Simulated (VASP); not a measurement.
# O (Pm-3m) in VASP: further runs

O is run at these levels: LDA; tasks: single point.

Program: VASP 6.6.1. These are calculated values, not measurements. Logs are shortened: lines on timing, memory, paths and dates and some standing lists are left out, and cuts for length are marked.

**1. The cell of the first run**

The structure is cubic, space group Pm-3m (No. 221). The conventional cell has a = 1.637 Å, b = 1.637 Å, c = 1.637 Å, α = 90.00°, β = 90.00°, γ = 90.00°. Within 2.2 Å of O (site symmetry m-3m) lie 6 O at 1.64 Å.

**2. Single point, LDA (4.39 Å³/atom)**

Input file INCAR:

```
SYSTEM = O
PREC = Accurate
ENCUT = 600
EDIFF = 1E-6
ISMEAR = -1
SIGMA = 0.05
LREAL = .FALSE.
LASPH = .TRUE.
NELM = 120
ALGO = Normal
ISIF = 2
LWAVE = .FALSE.
LCHARG = .FALSE.
GGA = CA
NBANDS = 9
GGA_COMPAT = .FALSE.
```

Input file KPOINTS:

```
Automatic mesh
0
G
  18 18 18
  0 0 0
```

Input file POSCAR:

```
O
1.0
    1.6368150302      0.0000000000      0.0000000000
    0.0000000000      1.6368150302      0.0000000000
    0.0000000000      0.0000000000      1.6368150302
O
1
Direct
    0.0000000000      0.0000000000      0.0000000000
```

Potentials or basis: VASP PAW LDA potentials, release 64 (O).

Started as:

```sh
> cat potpaw_LDA.64/O/POTCAR > POTCAR
> mpirun -np 1 vasp_std > vasp.out
```

OUTCAR:

```text
SYSTEM = O
   PREC = Accurate
   ENCUT = 600
   EDIFF = 1E-6
   ISMEAR = -1
   LREAL = .FALSE.
   LASPH = .TRUE.
   NELM = 120
   ISIF = 2
   GGA = CA

 ion  position               nearest neighbor table
   1  0.000  0.000  0.000-

  LATTYP: Found a simple cubic cell.
 ALAT       =     1.6368150302

  Lattice vectors:

 A1 = (   1.6368150302,   0.0000000000,   0.0000000000)
 A2 = (   0.0000000000,   1.6368150302,   0.0000000000)
 A3 = (   0.0000000000,   0.0000000000,   1.6368150302)

Analysis of symmetry for initial positions (statically):
=====================================================================
 Subroutine PRICEL returns:
 Original cell was already a primitive cell.

 Routine SETGRP: Setting up the symmetry group for a
 simple cubic supercell.

 Subroutine GETGRP returns: Found 48 space group operations
 (whereof 48 operations were pure point group operations)
 out of a pool of 48 trial point group operations.

The static configuration has the point symmetry O_h .

Analysis of symmetry for dynamics (positions and initial velocities):
=====================================================================
 Subroutine PRICEL returns:
 Original cell was already a primitive cell.

 Routine SETGRP: Setting up the symmetry group for a
 simple cubic supercell.

 Subroutine GETGRP returns: Found 48 space group operations
 (whereof 48 operations were pure point group operations)
 out of a pool of 48 trial point group operations.

The dynamic configuration has the point symmetry O_h .

 Subroutine INISYM returns: Found 48 space group operations
 (whereof 48 operations are pure point group operations),
 and found     1 'primitive' translations

----------------------------------------------------------------------------------------

                                     Primitive cell

  volume of cell :       4.3853

  direct lattice vectors                    reciprocal lattice vectors
     1.636815030  0.000000000  0.000000000     0.610942582  0.000000000  0.000000000
     0.000000000  1.636815030  0.000000000     0.000000000  0.610942582  0.000000000
     0.000000000  0.000000000  1.636815030     0.000000000  0.000000000  0.610942582

  length of vectors
     1.636815030  1.636815030  1.636815030     0.610942582  0.610942582  0.610942582

  position of ions in fractional coordinates (direct lattice)
     0.000000000  0.000000000  0.000000000

  ion indices of the primitive-cell ions
   primitive index   ion index
                 1           1

----------------------------------------------------------------------------------------

 KPOINTS: Automatic mesh

Automatic generation of k-mesh.
 Grid dimensions read from file:
 generate k-points for:   18   18   18

 Generating k-lattice:

  Cartesian coordinates                     Fractional coordinates (reciprocal lattice)
     0.033941255  0.000000000  0.000000000     0.055555556  0.000000000  0.000000000
     0.000000000  0.033941255  0.000000000     0.000000000  0.055555556  0.000000000
     0.000000000  0.000000000  0.033941255     0.000000000  0.000000000  0.055555556

  Length of vectors
     0.033941255  0.033941255  0.033941255

  Shift w.r.t. Gamma in fractional coordinates (k-lattice)
     0.000000000  0.000000000  0.000000000

 Subroutine IBZKPT returns following result:
 ===========================================

 Found    220 irreducible k-points:

 Following reciprocal coordinates:
            Coordinates               Weight
  0.000000  0.000000  0.000000      1.000000
  0.055556  0.000000  0.000000      6.000000
  0.111111  0.000000  0.000000      6.000000
  0.166667  0.000000  0.000000      6.000000
  0.222222  0.000000  0.000000      6.000000
  0.277778  0.000000  0.000000      6.000000
[... 16 lines left out ...]
  0.277778  0.111111  0.000000     24.000000
  0.333333  0.111111  0.000000     24.000000
 [... further k-points ...]
   k-points           NKPTS =    220   k-points in BZ     NKDIM =    220   number of bands    NBANDS=      9
   number of dos      NEDOS =    301   number of ions     NIONS =      1
   total plane-waves  NPLWV =   2744
   dimension x,y,z NGX =    14 NGY =   14 NGZ =   14
   dimension x,y,z NGXF=    28 NGYF=   28 NGZF=   28
   ions per type =               1
   NGX,Y,Z   is equivalent  to a cutoff of  14.22, 14.22, 14.22 a.u.
   NGXF,Y,Z  is equivalent  to a cutoff of  28.44, 28.44, 28.44 a.u.
 SYSTEM =  O
   PREC   = accura    normal or accurate (medium, high low for compatibility)
   ISTART =      0    job   : 0-new  1-cont  2-samecut
   ICHARG =      2    charge: 1-file 2-atom 10-const
   ISPIN  =      1    spin polarized calculation?
   LNONCOLLINEAR =      F non collinear calculations
   LSORBIT =      F    spin-orbit coupling
   LASPH  =      T    aspherical Exc in radial PAW
   ENCUT  =  600.0 eV  44.10 Ry    6.64 a.u.   3.27  3.27  3.27*2*pi/ulx,y,z
   NELM   =    120;   NELMIN=  2; NELMDL= -5     # of ELM steps
   EDIFF  = 0.1E-05   stopping-criterion for ELM
   LREAL  =      F    real-space projection
   EDIFFG = 0.1E-04   stopping-criterion for IOM
   NSW    =      0    number of steps for IOM
   IBRION =     -1    ionic relax: 0-MD 1-quasi-New 2-CG
   NFREE  =      0    steps in history (QN), initial steepest desc. (CG)
   ISIF   =      2    stress and relaxation
   ISYM   =      2    0-nonsym 1-usesym 2-fastsym
   POTIM  = 0.5000    time-step for ionic-motion
   TEBEG  =    0.0;   TEEND  =   0.0 temperature during run
   PSTRESS=    0.0 pullay stress
   NELECT =       6.0000    total number of electrons
   NUPDOWN=      -1.0000    fix difference up-down
   EMIN   =  10.00;   EMAX   =-10.00  energy-range for DOS
   EFERMI =   0.00;   METHOD = LEGACY
   ISMEAR =    -1;   SIGMA  =   0.05  broadening in eV -4-tet -1-fermi 0-gaus
   EFERMI_NEDOS =   21; number of points for ismear=-14 and -15
   IALGO  =     38    algorithm
   IMIX   =      4    mixing-type and parameters
     AMIX     =   0.40;   BMIX     =  1.00
     AMIX_MAG =   1.60;   BMIX_MAG =  1.00
  volume/ion in A,a.u.               =       4.39        29.59
  Fermi-wavevector in a.u.,A,eV,Ry     =   1.817435  3.434455 44.941014  3.303071
  Thomas-Fermi vector in A             =   2.874639
   LORBIT       =      0    0 simple, 1 ext, 2 COOP (PROOUT), +10 PAW based schemes
   GGA     = CA    functional components
   LHFCALC =     F    Hartree Fock is set to
   AEXX    =    0.0000 exact exchange contribution
   IVDW    =     0    specifies the selected vdW correction
   LEPSILON=     F    determine dielectric tensor
   LRPA    =     F    only Hartree local field effects (RPA)
 non-spin polarized calculation
  energy-cutoff  :      600.00
  volume of cell :        4.39
 maximum number of plane-waves:       156
 NGX is ok and might be reduce to    14
   NGX =  7   NGY =  7   NGZ =  7

 number of electron       6.0000004 magnetization

 Free energy of the ion-electron system (eV)
  ---------------------------------------------------
  ext. energy  EPLUGINS =         0.00000000
  ---------------------------------------------------
  free energy    TOTEN  =        -1.95979494 eV

  energy without entropy =       -1.95568735  energy(sigma->0) =       -1.95774114

 E-fermi :  13.6408     XC(G=0): -16.0004

 val. band max:       13.6237524689   @ k =   0.2778   0.2222   0.1667
 cond. band min:      13.6474698659   @ k =   0.2778   0.1667   0.1667
 fundamental gap:      0.0237173969
 Fermi energy:        13.6408169891

 k-point     1 :       0.0000    0.0000    0.0000
  band No.  band energies     occupation
      1     -18.9225      2.00000
      2      15.0601      0.00000
      3      15.0601      0.00000
      4      15.0601      0.00000
      5      38.4781      0.00000
      6      43.9652      0.00000
      7      43.9652      0.00000
      8      73.7306      0.00000
      9      73.7306      0.00000

 k-point     2 :       0.0556    0.0000    0.0000
  band No.  band energies     occupation
      1     -18.7869      2.00000
      2      14.4011      0.00000
      3      15.1232      0.00000
      4      15.1232      0.00000
      5      38.5783      0.00000
      6      44.1244      0.00000
      7      44.5621      0.00000
      8      73.2279      0.00000
      9      73.2286      0.00000

 k-point     3 :       0.1111    0.0000    0.0000
  band No.  band energies     occupation
      1     -18.3815      2.00000
      2      12.6238      2.00000
      3      15.3070      0.00000
      4      15.3070      0.00000
      5      38.8259      0.00000
      6      44.6001      0.00000
      7      46.1391      0.00000
      8      71.8041      0.00000
      9      71.8041      0.00000

 k-point     4 :       0.1667    0.0000    0.0000
  band No.  band energies     occupation
      1     -17.7106      2.00000
      2      10.1392      2.00000
      3      15.5954      0.00000
      4      15.5954      0.00000
      5      39.1566      0.00000
      6      45.3856      0.00000
      7      48.1533      0.00000
      8      69.7177      0.00000
      9      69.7177      0.00000

 k-point     5 :       0.2222    0.0000    0.0000
  band No.  band energies     occupation
      1     -16.7833      2.00000
      2       7.3117      2.00000
      3      15.9610      0.00000
      4      15.9610      0.00000
      5      39.5443      0.00000
      6      46.4671      0.00000
      7      49.9805      0.00000
      8      67.3352      0.00000
      9      67.3352      0.00000

 k-point     6 :       0.2778    0.0000    0.0000
  band No.  band energies     occupation
      1     -15.6161      2.00000
      2       4.3934      2.00000
      3      16.3658      0.00000
      4      16.3658      0.00000
      5      39.9694      0.00000
      6      47.8174      0.00000
      7      51.1971      0.00000
      8      65.0033      0.00000
      9      65.0033      0.00000
[... 169 lines left out ...]
 k-point    21 :       0.1667    0.1111    0.0000
  band No.  band energies     occupation
      1     -17.1752      2.00000
      2      10.4103      2.00000
      3      13.3682      1.99147
      4      15.8336      0.00000
      5      39.2127      0.00000
      6      46.7657      0.00000
      7      49.1261      0.00000
      8      66.7233      0.00000
      9      69.3493      0.00000

 k-point    22 :       0.2222    0.1111    0.0000
  band No.  band energies     occupation
      1     -16.2523      2.00000
      2       7.6523      2.00000
      3      13.7978      0.08298
      4      16.1929      0.00000
      5      39.3201      0.00000
      6      47.7095      0.00000
      7      50.7734      0.00000
      8      64.5770      0.00000
      9      67.4442      0.00000

 k-point    23 :       0.2778    0.1111    0.0000
  band No.  band energies     occupation
      1     -15.0914      2.00000
      2       4.7804      2.00000
      3      14.2995      0.00000
      4      16.5903      0.00000
      5      39.3470      0.00000
      6      48.8217      0.00000
      7      51.8806      0.00000
      8      62.5432      0.00000
      9      65.3811      0.00000

 k-point    24 :       0.3333    0.1111    0.0000
  band No.  band energies     occupation
      1     -13.7268      2.00000
      2       1.9821      2.00000
      3      14.8043      0.00000
      4      16.9793      0.00000
      5      39.2821      0.00000
      6      50.0614      0.00000
      7      52.4754      0.00000
      8      60.6160      0.00000
      9      63.4866      0.00000

 [... further k-points ...]

------------------------ aborting loop because EDIFF is reached ----------------------------------------

  FORCE on cell =-STRESS in cart. coord.  units (eV):
  Direction    XX          YY          ZZ          XY          YZ          ZX
  --------------------------------------------------------------------------------------
  -------------------------------------------------------------------------------------
  Total        9.1534247      9.1534247      9.1534247     -0.0000000     -0.0000000      0.0000000
  in kB     3344.2241861   3344.2241861   3344.2241861     -0.0000000     -0.0000000      0.0000000
  external PRESSURE =    3344.2241861 kB  Pullay stress =       0.0000000 kB

 VOLUME and BASIS-vectors are now :
 -----------------------------------------------------------------------------
  energy-cutoff  :      600.00
  volume of cell :        4.39
      direct lattice vectors                 reciprocal lattice vectors
     1.636815030  0.000000000  0.000000000     0.610942582  0.000000000  0.000000000
     0.000000000  1.636815030  0.000000000     0.000000000  0.610942582  0.000000000
     0.000000000  0.000000000  1.636815030     0.000000000  0.000000000  0.610942582

 POSITION                                       TOTAL-FORCE (eV/Angst)
 -----------------------------------------------------------------------------------
      0.00000      0.00000      0.00000         0.000000      0.000000      0.000000
 -----------------------------------------------------------------------------------
    total drift:                               -0.000000     -0.000000     -0.000000

  FREE ENERGIE OF THE ION-ELECTRON SYSTEM (eV)
  ---------------------------------------------------
  free  energy   TOTEN  =        -1.9597949374 eV

  energy  without entropy=       -1.9556873471  energy(sigma->0) =       -1.95774114
```

Wall time 3.9 s (1 thread of Intel Xeon Platinum 8259CL at 2.50GHz (Skylake/Cascade Lake), shared host); peak memory 0.11 GiB.

Results:

* Free energy: -1.9598 eV
* Pressure: 334.4 GPa
* Band gap on the k mesh: zero (bands 3 and 4 overlap by 11.56 eV)

Caveat: the cell stands under pressure.

(Continued in part 2 of 2.)
